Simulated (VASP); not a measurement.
Input of a VASP 6.6.1 run:

Contents of INCAR:

```
SYSTEM = AlO2
  PREC = Accurate
  ENCUT = 910
  EDIFF = 1E-7
  ISMEAR = 0
  SIGMA = 0.1
  LREAL = .FALSE.
  LASPH = .TRUE.
  NELM = 120
  ALGO = Normal
  ISIF = 3
  LWAVE = .FALSE.
  LCHARG = .FALSE.
  GGA = PE
  IBRION = 2
  NSW = 90
  EDIFFG = -0.04
  GGA_COMPAT = .FALSE.
  NELMIN = 4
```

File KPOINTS:

```
Automatic mesh
0
G
  4 4 4
  0 0 0
```

The input POSCAR:

```
AlO2
1.0
    4.1457144700      0.0000000000      0.0000000000
    0.0000000000      4.1457144700      0.0000000000
    0.0000000000      0.0000000000      3.7484699800
Al O
2 4
Direct
    0.0000000000      0.5000000000      0.0000000000
    0.5000000000      0.0000000000      0.0000000000
    0.2379686900      0.7379686900      0.0000000000
    0.7620313100      0.2620313100      0.0000000000
    0.7379686900      0.7620313100      0.0000000000
    0.2620313100      0.2379686900      0.0000000000
```

Potentials or basis: VASP PAW PBE potentials, release 64 (Al, O_h).

The run is started by

```bash
$ cat potpaw_PBE.64/Al/POTCAR potpaw_PBE.64/O_h/POTCAR > POTCAR
$ mpirun -np 1 vasp_std > vasp.out
```

(1) What does it give for the space group after relaxing (to 0.05 Å)?

(2) Predict the relaxed volume.

(3) What does it give for the relaxed cell?

(4) Estimate the band gap on the k mesh.

Answers

(1) P4/mmm (No. 123).

(2) 14.73 Å³/atom.

(3) a = 4.885 Å, b = 4.885 Å, c = 3.703 Å, α = 90.00°, β = 90.00°, γ = 90.00°.

(4) zero (band 15 reaches 1.35 eV, above the bottom of band 16 at -0.44 eV).

Caveat: the k points lie up to 0.42 Å⁻¹ apart in the final cell; the cutoff is under 1.25 times the usual one of these potentials, so pressure, stress and relaxed cells hold a basis-set (Pulay) error; the volume moved by over 15 % at a fixed basis, so the end points are rough.
